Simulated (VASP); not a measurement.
# Nb (Fm-3m) in VASP: single point with PBE

Aim: the single point of Nb with PBE.

Program: VASP 6.6.1. These are calculated values, not measurements. Logs are shortened: lines on timing, memory, paths and dates and some standing lists are left out, and cuts for length are marked.

### 1 The cell of the first run

Symmetry: Fm-3m, No. 225, cubic system. The conventional cell has a = 4.222 Å, b = 4.222 Å, c = 4.222 Å, α = 90.00°, β = 90.00°, γ = 90.00°. Within 3.9 Å of Nb (site symmetry m-3m) lie 12 Nb at 2.99 Å.

### 2 Single point, PBE

Contents of INCAR:

```
ALGO     = Normal         # electronic algorithm
EDIFF    = 1E-6           # SCF threshold, eV
ENCUT    = 500            # plane-wave cutoff, eV
GGA      = PE             # functional
GGA_COMPAT= F            
ISIF     = 2              # what is computed and relaxed
ISMEAR   = 0              # smearing method
LASPH    = T              # aspherical terms in the spheres
LCHARG   = T              # write CHGCAR
LELF     = T              # ELF
LREAL    = F              # projectors in reciprocal space
LVHAR    = T            
LWAVE    = F              # write WAVECAR
NBANDS   = 12             # bands
NELM     = 120            # most SCF steps
PREC     = Accurate       # precision mode
SIGMA    = 0.05           # smearing width, eV
```

Contents of KPOINTS:

```
k-points
0
Gamma
  8 8 8
```

Contents of POSCAR:

```
Nb
1.0
    0.0000000000      2.1112159504      2.1112159504
    2.1112159504      0.0000000000      2.1112159504
    2.1112159504      2.1112159504      0.0000000000
Nb
1
Direct
    0.0000000000      0.0000000000      0.0000000000
```

Potentials or basis: VASP PAW PBE potentials, release 64 (Nb_sv).

Command:

```console
$ cat potpaw_PBE.64/Nb_sv/POTCAR > POTCAR
$ mpirun -np 1 vasp_std > vasp.out
```

OUTCAR:

```text
EDIFF = 1E-6
   ENCUT = 500
   GGA = PE
   ISIF = 2
   ISMEAR = 0
   LASPH = T
   LREAL = F
   NELM = 120
   PREC = Accurate

 ion  position               nearest neighbor table
   1  0.000  0.000  0.000-

  LATTYP: Found a face centered cubic cell.
 ALAT       =     4.2224319008

  Lattice vectors:

 A1 = (   0.0000000000,   2.1112159504,   2.1112159504)
 A2 = (   2.1112159504,   0.0000000000,   2.1112159504)
 A3 = (   2.1112159504,   2.1112159504,   0.0000000000)

Analysis of symmetry for initial positions (statically):
=====================================================================
 Subroutine PRICEL returns:
 Original cell was already a primitive cell.

 Routine SETGRP: Setting up the symmetry group for a
 face centered cubic supercell.

 Subroutine GETGRP returns: Found 48 space group operations
 (whereof 48 operations were pure point group operations)
 out of a pool of 48 trial point group operations.

The static configuration has the point symmetry O_h .

Analysis of symmetry for dynamics (positions and initial velocities):
=====================================================================
 Subroutine PRICEL returns:
 Original cell was already a primitive cell.

 Routine SETGRP: Setting up the symmetry group for a
 face centered cubic supercell.

 Subroutine GETGRP returns: Found 48 space group operations
 (whereof 48 operations were pure point group operations)
 out of a pool of 48 trial point group operations.

The dynamic configuration has the point symmetry O_h .

 Subroutine INISYM returns: Found 48 space group operations
 (whereof 48 operations are pure point group operations),
 and found     1 'primitive' translations

----------------------------------------------------------------------------------------

                                     Primitive cell

  volume of cell :      18.8204

  direct lattice vectors                    reciprocal lattice vectors
     0.000000000  2.111215950  2.111215950    -0.236830344  0.236830344  0.236830344
     2.111215950  0.000000000  2.111215950     0.236830344 -0.236830344  0.236830344
     2.111215950  2.111215950  0.000000000     0.236830344  0.236830344 -0.236830344

  length of vectors
     2.985710230  2.985710230  2.985710230     0.410202189  0.410202189  0.410202189

  position of ions in fractional coordinates (direct lattice)
     0.000000000  0.000000000  0.000000000

  ion indices of the primitive-cell ions
   primitive index   ion index
                 1           1

----------------------------------------------------------------------------------------

 KPOINTS: k-points

Automatic generation of k-mesh.
 Grid dimensions read from file:
 generate k-points for:    8    8    8

 Generating k-lattice:

  Cartesian coordinates                     Fractional coordinates (reciprocal lattice)
    -0.029603793  0.029603793  0.029603793     0.125000000  0.000000000  0.000000000
     0.029603793 -0.029603793  0.029603793     0.000000000  0.125000000  0.000000000
     0.029603793  0.029603793 -0.029603793     0.000000000  0.000000000  0.125000000

  Length of vectors
     0.051275274  0.051275274  0.051275274

  Shift w.r.t. Gamma in fractional coordinates (k-lattice)
     0.000000000  0.000000000  0.000000000

 Subroutine IBZKPT returns following result:
 ===========================================

 Found     29 irreducible k-points:

 Following reciprocal coordinates:
            Coordinates               Weight
  0.000000  0.000000  0.000000      1.000000
  0.125000  0.000000  0.000000      8.000000
  0.250000  0.000000  0.000000      8.000000
  0.375000  0.000000  0.000000      8.000000
  0.500000  0.000000  0.000000      4.000000
  0.125000  0.125000  0.000000      6.000000
[... 16 lines left out ...]
  0.500000  0.250000  0.125000     48.000000
 -0.375000  0.250000  0.125000     24.000000
 [... further k-points ...]
   k-points           NKPTS =     29   k-points in BZ     NKDIM =     29   number of bands    NBANDS=     12
   number of dos      NEDOS =    301   number of ions     NIONS =      1
   total plane-waves  NPLWV =  13824
   dimension x,y,z NGX =    24 NGY =   24 NGZ =   24
   dimension x,y,z NGXF=    48 NGYF=   48 NGZF=   48
   ions per type =               1
   NGX,Y,Z   is equivalent  to a cutoff of  13.36, 13.36, 13.36 a.u.
   NGXF,Y,Z  is equivalent  to a cutoff of  26.73, 26.73, 26.73 a.u.
 SYSTEM =  unknown system
   PREC   = accura    normal or accurate (medium, high low for compatibility)
   ISTART =      0    job   : 0-new  1-cont  2-samecut
   ICHARG =      2    charge: 1-file 2-atom 10-const
   ISPIN  =      1    spin polarized calculation?
   LNONCOLLINEAR =      F non collinear calculations
   LSORBIT =      F    spin-orbit coupling
   LASPH  =      T    aspherical Exc in radial PAW
   ENCUT  =  500.0 eV  36.75 Ry    6.06 a.u.   5.44  5.44  5.44*2*pi/ulx,y,z
   NELM   =    120;   NELMIN=  2; NELMDL= -5     # of ELM steps
   EDIFF  = 0.1E-05   stopping-criterion for ELM
   LREAL  =      F    real-space projection
[... 7 lines left out ...]
   TEBEG  =    0.0;   TEEND  =   0.0 temperature during run
   PSTRESS=    0.0 pullay stress
   NELECT =      13.0000    total number of electrons
   NUPDOWN=      -1.0000    fix difference up-down
   EMIN   =  10.00;   EMAX   =-10.00  energy-range for DOS
   EFERMI =   0.00;   METHOD = LEGACY
   ISMEAR =     0;   SIGMA  =   0.05  broadening in eV -4-tet -1-fermi 0-gaus
   EFERMI_NEDOS =   21; number of points for ismear=-14 and -15
   IALGO  =     38    algorithm
   IMIX   =      4    mixing-type and parameters
     AMIX     =   0.40;   BMIX     =  1.00
     AMIX_MAG =   1.60;   BMIX_MAG =  1.00
  volume/ion in A,a.u.               =      18.82       127.01
  Fermi-wavevector in a.u.,A,eV,Ry     =   1.447149  2.734715 28.493874  2.094241
  Thomas-Fermi vector in A             =   2.565137
   LORBIT       =      0    0 simple, 1 ext, 2 COOP (PROOUT), +10 PAW based schemes
   GGA     = PE    functional components
   LHFCALC =     F    Hartree Fock is set to
   AEXX    =    0.0000 exact exchange contribution
   IVDW    =     0    specifies the selected vdW correction
   LEPSILON=     F    determine dielectric tensor
   LRPA    =     F    only Hartree local field effects (RPA)
 non-spin polarized calculation
 Gauss-broadening in eV      SIGMA  =   0.05
  energy-cutoff  :      500.00
  volume of cell :       18.82
 maximum number of plane-waves:       531
 NGX is ok and might be reduce to    24
   NGX = 11   NGY = 11   NGZ = 11

 number of electron      13.0000001 magnetization

 Free energy of the ion-electron system (eV)
  ---------------------------------------------------
  ext. energy  EPLUGINS =         0.00000000
  ---------------------------------------------------
  free energy    TOTEN  =        -9.88429764 eV

  energy without entropy =       -9.88220007  energy(sigma->0) =       -9.88324886

 E-fermi :  10.9376     XC(G=0): -12.2753

 val. band max:       10.9055192105   @ k =   0.5000   0.2500   0.0000
 cond. band min:      10.9549667189   @ k =  -0.2500   0.1250   0.0000
 fundamental gap:      0.0494475084
 Fermi energy:        10.9375833673

 k-point     1 :       0.0000    0.0000    0.0000
  band No.  band energies     occupation
      1     -43.8516      2.00000
      2     -19.2457      2.00000
      3     -19.2457      2.00000
      4     -19.2457      2.00000
      5       4.7115      2.00000
      6      11.0439      0.00263
      7      11.0439      0.00263
      8      11.0439      0.00263
      9      13.6269      0.00000
     10      13.6269      0.00000
     11      22.7498      0.00000
     12      27.5079      0.00000

 k-point     2 :       0.1250    0.0000    0.0000
  band No.  band energies     occupation
      1     -43.8240      2.00000
      2     -19.4283      2.00000
      3     -19.2684      2.00000
      4     -19.2684      2.00000
      5       5.2705      2.00000
      6      10.6500      2.00000
      7      11.2782      0.00000
      8      11.2782      0.00000
      9      13.4438      0.00000
     10      13.4438      0.00000
     11      23.8034      0.00000
     12      25.7307      0.00000

 k-point     3 :       0.2500    0.0000    0.0000
  band No.  band energies     occupation
      1     -43.7569      2.00000
      2     -19.8538      2.00000
      3     -19.3228      2.00000
      4     -19.3228      2.00000
      5       6.5111      2.00000
      6      10.2458      2.00000
      7      11.4108      0.00000
      8      11.4108      0.00000
      9      13.6922      0.00000
     10      13.6922      0.00000
     11      23.2031      0.00000
     12      26.0248      0.00000
[... 286 lines left out ...]
 k-point    23 :       0.5000    0.2500    0.1250
  band No.  band energies     occupation
      1     -43.6519      2.00000
      2     -20.1694      2.00000
      3     -19.6719      2.00000
      4     -19.4615      2.00000
      5       8.2934      2.00000
      6       9.5349      2.00000
      7      10.1669      2.00000
      8      12.3902      0.00000
      9      14.4223      0.00000
     10      17.0578      0.00000
     11      22.4858      0.00000
     12      25.5054      0.00000

 k-point    24 :      -0.3750    0.2500    0.1250
  band No.  band energies     occupation
      1     -43.6290      2.00000
      2     -20.2624      2.00000
      3     -19.7125      2.00000
      4     -19.4976      2.00000
      5       8.3635      2.00000
      6       9.3289      2.00000
      7      10.8143      1.99951
      8      12.1095      0.00000
      9      15.2262      0.00000
     10      18.2109      0.00000
     11      20.5027      0.00000
     12      25.0493      0.00000

 [... further k-points ...]
[... 5 lines left out ...]
  --------------------------------------------------------------------------------------
  -------------------------------------------------------------------------------------
  Total       -0.1313730     -0.1313730     -0.1313730     -0.0000000      0.0000000     -0.0000000
  in kB      -11.1837859    -11.1837859    -11.1837859     -0.0000000      0.0000000     -0.0000000
  external PRESSURE =     -11.1837859 kB  Pullay stress =       0.0000000 kB

 VOLUME and BASIS-vectors are now :
 -----------------------------------------------------------------------------
  energy-cutoff  :      500.00
  volume of cell :       18.82
      direct lattice vectors                 reciprocal lattice vectors
     0.000000000  2.111215950  2.111215950    -0.236830344  0.236830344  0.236830344
     2.111215950  0.000000000  2.111215950     0.236830344 -0.236830344  0.236830344
     2.111215950  2.111215950  0.000000000     0.236830344  0.236830344 -0.236830344

 POSITION                                       TOTAL-FORCE (eV/Angst)
 -----------------------------------------------------------------------------------
      0.00000      0.00000      0.00000         0.000000      0.000000      0.000000
 -----------------------------------------------------------------------------------
    total drift:                               -0.000000      0.000000      0.000000

  FREE ENERGIE OF THE ION-ELECTRON SYSTEM (eV)
  ---------------------------------------------------
  free  energy   TOTEN  =        -9.8842976421 eV

  energy  without entropy=       -9.8822000701  energy(sigma->0) =       -9.88324886
```

Wall time 7.5 s (1 thread of Intel Xeon Platinum 8375C at 2.90GHz (Ice Lake), shared host); peak memory 0.14 GiB.

Results:

```yaml
Free_energy: -9.8843 eV
Pressure: -1.1 GPa
```
